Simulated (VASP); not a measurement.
Set up this calculation in VASP 6.6.1, as the native input.

```yaml
Task: single point
Functional: PBE
Potentials_or_basis: VASP PAW PBE potentials, release 64 (Be)
Cutoff: 520 eV
k_mesh: 26 × 26 × 26
Occupations: fermi-dirac, width 0.1 eV
Spin: no spin polarisation
Dipole_correction: no
Further_INCAR_settings: ALGO = Normal; EDIFF = 1e-06; NBANDS = 7
```

The structure of Be lies in POSCAR:

```
Be
1.0
    0.0000000000      1.2511486656      1.2511486656
    1.2511486656      0.0000000000      1.2511486656
    1.2511486656      1.2511486656      0.0000000000
Be
1
Direct
    0.0000000000      0.0000000000      0.0000000000
```

The input as run:

INCAR

```
SYSTEM = Be
ALGO = Normal
EDIFF = 1E-6
ENCUT = 520
GGA = PE
ISIF = 2
ISMEAR = -1
LASPH = .TRUE.
LCHARG = .TRUE.
LELF = .TRUE.
LREAL = .FALSE.
LVHAR = .TRUE.
LWAVE = .FALSE.
NBANDS = 7
NELM = 60
PREC = Accurate
SIGMA = 0.1
```

KPOINTS

```
k-points
0
G
  26 26 26
  0 0 0
```

Potentials or basis: VASP PAW PBE potentials, release 64 (Be).

Run with:

```bash
$ cat potpaw_PBE.64/Be/POTCAR > POTCAR
$ mpirun -np 1 vasp_std > vasp.out
```

It gave:

```yaml
Pressure: 272.3 GPa
Band_gap_on_the_k_mesh: zero (band 1 reaches 15.79 eV, above the bottom of band 2 at 14.55 eV)
```

Wall time 3.7 s on 1 thread of Intel(R) Xeon(R) 6975P-C (Granite Rapids) (shared host), peak memory 0.11 GiB.
